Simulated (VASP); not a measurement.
# TaGeH (P4/nmm) in VASP: single point with r2SCAN

Aim: the single point of TaGeH with r2SCAN.

Everything below comes from runs of VASP 6.6.1. Logs are shortened: lines on timing, memory, paths and dates and some standing lists are left out, and cuts for length are marked.

### 1 The cell of the first run

It takes space group P4/nmm (No. 129, tetragonal). The conventional cell has a = 3.253 Å, b = 3.253 Å, c = 7.304 Å, α = 90.00°, β = 90.00°, γ = 90.00°. Within 3.0 Å of Ge (site symmetry -4m2) lie 4 Ge at 2.30 Å and 4 Ta at 2.48 Å. H (site symmetry 4mm) has 5 Ta at 2.50 to 2.58 Å and 8 H at 2.80 to 3.25 Å and 4 Ge at 3.29 Å within 3.3 Å. Ta (site symmetry 4mm) has 4 Ge at 2.48 Å and 5 H at 2.50 to 2.58 Å and 4 Ta at 3.25 Å within 3.3 Å.

### 2 Single point, r2SCAN

POSCAR

```
TaGeH
1.0
    3.2525300000      0.0000000000      0.0000000000
    0.0000000000      3.2525300000      0.0000000000
    0.0000000000      0.0000000000      7.3035510000
Ge H Ta
2 2 2
Direct
    0.0000000000      0.0000000000      0.0000000000
    0.5000000000      0.5000000000      0.0000000000
    0.5000000000      0.0000000000      0.6090000000
    0.0000000000      0.5000000000      0.3910000000
    0.5000000000      0.0000000000      0.2560000000
    0.0000000000      0.5000000000      0.7440000000
```

INCAR.step1

```
SYSTEM = TaGeH
  ALGO = Normal
  EDIFF = 1E-4
  ENCUT = 520
  GGA = PE
  ISMEAR = -1
  LASPH = .True.
  LCHARG = .False.
  LREAL = .False.
  LWAVE = .True.
  NBANDS = 35
  NELM = 100
  PREC = Accurate
  SIGMA = 0.1
```

INCAR.step2

```
SYSTEM = TaGeH
  ALGO = Normal
  EDIFF = 1E-7
  ENCUT = 520
  ISIF = 2
  ISMEAR = -1
  ISTART = 1
  LASPH = .True.
  LCHARG = .False.
  LMIXTAU = .True.
  LREAL = .False.
  LWAVE = .False.
  METAGGA = R2SCAN
  NBANDS = 35
  NELM = 100
  PREC = Accurate
  SIGMA = 0.1
```

KPOINTS

```
k-points
0
Gamma
  10 10 5
  0 0 0
```

Potentials or basis: VASP PAW PBE potentials, release 64 (Ge_d, H, Ta_pv).

Command:

```console
> cat potpaw_PBE.64/Ge_d/POTCAR potpaw_PBE.64/H/POTCAR potpaw_PBE.64/Ta_pv/POTCAR > POTCAR
> cp INCAR.step1 INCAR
> mpirun -np 1 vasp_std > vasp.out
> cp INCAR.step2 INCAR
> mpirun -np 1 vasp_std > vasp.out
```

OUTCAR:

```text
SYSTEM = TaGeH
   EDIFF = 1E-7
   ENCUT = 520
   ISIF = 2
   ISMEAR = -1
   ISTART = 1
   LASPH = .True.
   LREAL = .False.
   METAGGA = R2SCAN
   NELM = 100
   PREC = Accurate

 ion  position               nearest neighbor table
   1  0.000  0.000  0.000-   2 2.30   2 2.30   2 2.30   2 2.30   6 2.48   6 2.48   5 2.48   5 2.48

   2  0.500  0.500  0.000-   1 2.30   1 2.30   1 2.30   1 2.30   5 2.48   6 2.48   6 2.48   5 2.48

   3  0.500  0.000  0.609-
   4  0.000  0.500  0.391-
   5  0.500  0.000  0.256-   1 2.48   2 2.48   2 2.48   1 2.48
   6  0.000  0.500  0.744-   1 2.48   2 2.48   1 2.48   2 2.48

  LATTYP: Found a simple tetragonal cell.
 ALAT       =     3.2525300000
 C/A-ratio  =     2.2454984274

  Lattice vectors:

 A1 = (   3.2525300000,   0.0000000000,   0.0000000000)
 A2 = (   0.0000000000,   3.2525300000,   0.0000000000)
 A3 = (   0.0000000000,   0.0000000000,   7.3035510000)

Analysis of symmetry for initial positions (statically):
=====================================================================
 Subroutine PRICEL returns:
 Original cell was already a primitive cell.

 Routine SETGRP: Setting up the symmetry group for a
 simple tetragonal supercell.

 Subroutine GETGRP returns: Found 16 space group operations
 (whereof  8 operations were pure point group operations)
 out of a pool of 16 trial point group operations.

The static configuration has the point symmetry D_2d.
 The point group associated with its full space group is D_4h.

Analysis of symmetry for dynamics (positions and initial velocities):
=====================================================================
 Subroutine PRICEL returns:
 Original cell was already a primitive cell.

 Routine SETGRP: Setting up the symmetry group for a
 simple tetragonal supercell.

 Subroutine GETGRP returns: Found 16 space group operations
 (whereof  8 operations were pure point group operations)
 out of a pool of 16 trial point group operations.

The dynamic configuration has the point symmetry D_2d.
 The point group associated with its full space group is D_4h.

 Subroutine INISYM returns: Found 16 space group operations
 (whereof  8 operations are pure point group operations),
 and found     1 'primitive' translations

----------------------------------------------------------------------------------------

                                     Primitive cell

  volume of cell :      77.2639

  direct lattice vectors                    reciprocal lattice vectors
     3.252530000  0.000000000  0.000000000     0.307452967  0.000000000  0.000000000
     0.000000000  3.252530000  0.000000000     0.000000000  0.307452967  0.000000000
     0.000000000  0.000000000  7.303551000     0.000000000  0.000000000  0.136919698

  length of vectors
     3.252530000  3.252530000  7.303551000     0.307452967  0.307452967  0.136919698

  position of ions in fractional coordinates (direct lattice)
     0.000000000  0.000000000  0.000000000
     0.500000000  0.500000000  0.000000000
     0.500000000  0.000000000  0.609000000
     0.000000000  0.500000000  0.391000000
     0.500000000  0.000000000  0.256000000
     0.000000000  0.500000000  0.744000000

  ion indices of the primitive-cell ions
   primitive index   ion index
                 1           1
                 2           2
                 3           3
                 4           4
                 5           5
                 6           6

----------------------------------------------------------------------------------------

 KPOINTS: k-points

Automatic generation of k-mesh.
 Grid dimensions read from file:
 generate k-points for:   10   10    5

 Generating k-lattice:

  Cartesian coordinates                     Fractional coordinates (reciprocal lattice)
     0.030745297  0.000000000  0.000000000     0.100000000  0.000000000  0.000000000
     0.000000000  0.030745297  0.000000000     0.000000000  0.100000000  0.000000000
     0.000000000  0.000000000  0.027383940     0.000000000  0.000000000  0.200000000

  Length of vectors
     0.030745297  0.030745297  0.027383940

  Shift w.r.t. Gamma in fractional coordinates (k-lattice)
     0.000000000  0.000000000  0.000000000

 Subroutine IBZKPT returns following result:
 ===========================================

 Found     63 irreducible k-points:

 Following reciprocal coordinates:
            Coordinates               Weight
  0.000000  0.000000  0.000000      1.000000
  0.100000  0.000000  0.000000      4.000000
  0.200000  0.000000  0.000000      4.000000
  0.300000  0.000000  0.000000      4.000000
  0.400000  0.000000  0.000000      4.000000
  0.500000  0.000000  0.000000      2.000000
[... 16 lines left out ...]
  0.100000  0.000000  0.200000      8.000000
  0.200000  0.000000  0.200000      8.000000
 [... further k-points ...]
   k-points           NKPTS =     63   k-points in BZ     NKDIM =     63   number of bands    NBANDS=     35
   number of dos      NEDOS =    301   number of ions     NIONS =      6
   total plane-waves  NPLWV =  31104
   dimension x,y,z NGX =    24 NGY =   24 NGZ =   54
   dimension x,y,z NGXF=    48 NGYF=   48 NGZF=  108
   ions per type =               2   2   2
   NGX,Y,Z   is equivalent  to a cutoff of  12.27, 12.27, 12.29 a.u.
   NGXF,Y,Z  is equivalent  to a cutoff of  24.53, 24.53, 24.58 a.u.
 SYSTEM =  TaGeH
   PREC   = accura    normal or accurate (medium, high low for compatibility)
   ISTART =      1    job   : 0-new  1-cont  2-samecut
   ICHARG =      0    charge: 1-file 2-atom 10-const
   ISPIN  =      1    spin polarized calculation?
   LNONCOLLINEAR =      F non collinear calculations
   LSORBIT =      F    spin-orbit coupling
   LASPH  =      T    aspherical Exc in radial PAW
   ENCUT  =  520.0 eV  38.22 Ry    6.18 a.u.   6.05  6.05 13.58*2*pi/ulx,y,z
   NELM   =    100;   NELMIN=  2; NELMDL=  0     # of ELM steps
   EDIFF  = 0.1E-06   stopping-criterion for ELM
   LREAL  =      F    real-space projection
   EDIFFG = 0.1E-05   stopping-criterion for IOM
   NSW    =      0    number of steps for IOM
   IBRION =     -1    ionic relax: 0-MD 1-quasi-New 2-CG
   NFREE  =      0    steps in history (QN), initial steepest desc. (CG)
   ISIF   =      2    stress and relaxation
   ISYM   =      2    0-nonsym 1-usesym 2-fastsym
   POTIM  = 0.5000    time-step for ionic-motion
   TEBEG  =    0.0;   TEEND  =   0.0 temperature during run
   PSTRESS=    0.0 pullay stress
   NELECT =      52.0000    total number of electrons
   NUPDOWN=      -1.0000    fix difference up-down
   EMIN   =  10.00;   EMAX   =-10.00  energy-range for DOS
   EFERMI =   0.00;   METHOD = LEGACY
   ISMEAR =    -1;   SIGMA  =   0.10  broadening in eV -4-tet -1-fermi 0-gaus
   EFERMI_NEDOS =   21; number of points for ismear=-14 and -15
   IALGO  =     38    algorithm
   IMIX   =      4    mixing-type and parameters
     AMIX     =   0.40;   BMIX     =  1.00
     AMIX_MAG =   1.60;   BMIX_MAG =  1.00
  volume/ion in A,a.u.               =      12.88        86.90
  Fermi-wavevector in a.u.,A,eV,Ry     =   1.434665  2.711123 28.004362  2.058263
  Thomas-Fermi vector in A             =   2.554048
   LORBIT       =      0    0 simple, 1 ext, 2 COOP (PROOUT), +10 PAW based schemes
   METAGGA = R2SCAN    functional components
   LHFCALC =     F    Hartree Fock is set to
   AEXX    =    0.0000 exact exchange contribution
   IVDW    =     0    specifies the selected vdW correction
   LEPSILON=     F    determine dielectric tensor
   LRPA    =     F    only Hartree local field effects (RPA)
 non-spin polarized calculation
  energy-cutoff  :      520.00
  volume of cell :       77.26
 maximum number of plane-waves:      2112
   NGX = 13   NGY = 13   NGZ = 27

 number of electron      51.9999938 magnetization

 Free energy of the ion-electron system (eV)
  ---------------------------------------------------
  ext. energy  EPLUGINS =         0.00000000
  ---------------------------------------------------
  free energy    TOTEN  =      -126.40656082 eV

  energy without entropy =     -126.31454806  energy(sigma->0) =     -126.36055444

 E-fermi :   6.6775     XC(G=0): -12.7514

 val. band max:        6.6512768285   @ k =   0.1000   0.0000   0.4000
 cond. band min:       6.6836507403   @ k =   0.3000   0.1000   0.0000
 fundamental gap:      0.0323739118
 Fermi energy:         6.6774730545

 k-point     1 :       0.0000    0.0000    0.0000
  band No.  band energies     occupation
      1     -29.7530      2.00000
      2     -29.7035      2.00000
      3     -29.4153      2.00000
      4     -29.4153      2.00000
      5     -29.4140      2.00000
      6     -29.4140      2.00000
[... 27 lines left out ...]
     34      12.6151      0.00000
     35      14.0389      0.00000

 k-point     2 :       0.1000    0.0000    0.0000
  band No.  band energies     occupation
      1     -29.7488      2.00000
      2     -29.7018      2.00000
      3     -29.4412      2.00000
      4     -29.4400      2.00000
      5     -29.4132      2.00000
      6     -29.4120      2.00000
[... 27 lines left out ...]
     34      12.8235      0.00000
     35      13.6837      0.00000

 k-point     3 :       0.2000    0.0000    0.0000
  band No.  band energies     occupation
      1     -29.7375      2.00000
      2     -29.6975      2.00000
      3     -29.5085      2.00000
      4     -29.5073      2.00000
      5     -29.4078      2.00000
      6     -29.4068      2.00000
[... 27 lines left out ...]
     34      12.3521      0.00000
     35      12.4751      0.00000
[... 723 lines left out ...]
 k-point    23 :       0.1000    0.0000    0.2000
  band No.  band energies     occupation
      1     -29.7453      2.00000
      2     -29.7053      2.00000
      3     -29.4419      2.00000
      4     -29.4392      2.00000
      5     -29.4140      2.00000
      6     -29.4113      2.00000
[... 27 lines left out ...]
     34      11.8276      0.00000
     35      13.2162      0.00000

 k-point    24 :       0.2000    0.0000    0.2000
  band No.  band energies     occupation
      1     -29.7346      2.00000
      2     -29.7006      2.00000
      3     -29.5088      2.00000
      4     -29.5068      2.00000
      5     -29.4084      2.00000
      6     -29.4062      2.00000
[... 27 lines left out ...]
     34      11.4910      0.00000
     35      13.2365      0.00000

 [... further k-points ...]
[... 5 lines left out ...]
  --------------------------------------------------------------------------------------
  -------------------------------------------------------------------------------------
  Total       14.0497508     14.0497508     10.8044779      0.0000000      0.0000000      0.0000000
  in kB      291.3416093    291.3416093    224.0462497      0.0000000      0.0000000      0.0000000
  external PRESSURE =     268.9098227 kB  Pullay stress =       0.0000000 kB

 VOLUME and BASIS-vectors are now :
 -----------------------------------------------------------------------------
  energy-cutoff  :      520.00
  volume of cell :       77.26
      direct lattice vectors                 reciprocal lattice vectors
     3.252530000  0.000000000  0.000000000     0.307452967  0.000000000  0.000000000
     0.000000000  3.252530000  0.000000000     0.000000000  0.307452967  0.000000000
     0.000000000  0.000000000  7.303551000     0.000000000  0.000000000  0.136919698

 POSITION                                       TOTAL-FORCE (eV/Angst)
 -----------------------------------------------------------------------------------
      0.00000      0.00000      0.00000        -0.000000      0.000000      0.000000
      1.62627      1.62627      0.00000         0.000000     -0.000000      0.000000
      1.62627      0.00000      4.44786         0.000000     -0.000000      0.541128
      0.00000      1.62627      2.85569         0.000000     -0.000000     -0.541128
      1.62627      0.00000      1.86971         0.000000     -0.000000      6.916308
      0.00000      1.62627      5.43384        -0.000000     -0.000000     -6.916308
 -----------------------------------------------------------------------------------
    total drift:                                0.000000     -0.000000     -0.000000

  FREE ENERGIE OF THE ION-ELECTRON SYSTEM (eV)
  ---------------------------------------------------
  free  energy   TOTEN  =      -126.4065608225 eV

  energy  without entropy=     -126.3145480560  energy(sigma->0) =     -126.36055444
```

Run time: 5.3 min. Hardware: 1 thread of Intel Xeon 6975P-C, shared host; peak memory 0.29 GiB.

What came out:

```
Free energy            : -126.4066 eV
Pressure               : 26.9 GPa
Largest force          : 6.916 eV/Å
Band gap on the k mesh : zero (band 26 reaches 7.36 eV, above the bottom of band 27 at 6.17 eV)
```

Forces in eV/Å, atoms in the order of the input:
```
Ge   0.000  0.000  0.000
Ge   0.000  0.000  0.000
H    0.000  0.000  0.541
H    0.000  0.000 -0.541
Ta   0.000  0.000  6.916
Ta   0.000  0.000 -6.916
```

Levels at points of the mesh, in eV from the Fermi level:
| k point | band 23 | band 24 | band 25 | band 26 | band 27 | band 28 | band 29 | band 30 |
| --- | --- | --- | --- | --- | --- | --- | --- | --- |
| (0.00, 0.00, 0.00) | -3.37 | -3.25 | -2.18 | 0.29 | 0.79 | 0.79 | 2.68 | 2.81 |
| (0.50, 0.00, 0.00) | -1.92 | -1.92 | -1.40 | -1.40 | 0.72 | 0.72 | 2.41 | 2.41 |
| (0.50, 0.50, 0.00) | -3.63 | -3.63 | -0.15 | -0.15 | -0.13 | -0.13 | 2.66 | 2.66 |

Caveat: the PAW data sets were made with another functional, which shifts forces and pressure a little; spin-orbit coupling is left out, which moves the levels of the heavy elements.
